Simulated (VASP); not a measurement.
HfO2:

```
Hf O
1.0
     3.24010    0.00000    0.00000
    -1.62005    2.80601    0.00000
     0.00000    0.00000    5.14058
Hf O
1 2
Direct
  0.00000 0.00000 0.00000
  0.33333 0.66667 0.18901
  0.66667 0.33333 0.81099
```

```yaml
Program: VASP 6.6.1
Task: relaxation of shape and atoms at fixed volume
Functional: PBEsol
Potentials_or_basis: VASP PAW PBE potentials, release 64 (Hf_pv, O)
Cutoff: 600 eV
k_mesh: 12 × 12 × 6
Occupations: gaussian, width 0.05 eV
Spin: no spin polarisation
```

At the start: pressure -5.5 GPa; volume 15.58 Å³/atom.

Problem. Where does the relaxation end?

Solution. Over 6 steps the energy falls by 8.2 meV/atom; space group P-3m1 (No. 164, to 0.1 Å) before and after.

The path:
| step | energy change (eV) | largest force (eV/Å) | pressure (GPa) | volume (Å³) |
| --- | --- | --- | --- | --- |
| 1 | 0.0000 | 0.4777 | -5.52 | 46.74 |
| 2 | -0.0211 | 0.1136 | -2.18 | 46.74 |
| 3 | -0.0236 | 0.0594 | -0.57 | 46.74 |
| 4 | -0.0236 | 0.0721 | -0.49 | 46.74 |
| 5 | -0.0245 | 0.0149 | -0.24 | 46.74 |
| 6 | -0.0245 | 0.0056 | -0.20 | 46.74 |

Final structure:
```
Hf O
1.0
     3.20836    0.00000    0.00000
    -1.60418    2.77852    0.00000
     0.00000    0.00000    5.24277
Hf O
1 2
Direct
  0.00000 0.00000 0.00000
  0.33333 0.66667 0.18289
  0.66667 0.33333 0.81711
```

Caveat: the PAW data sets were made with another functional, which shifts forces and pressure a little.
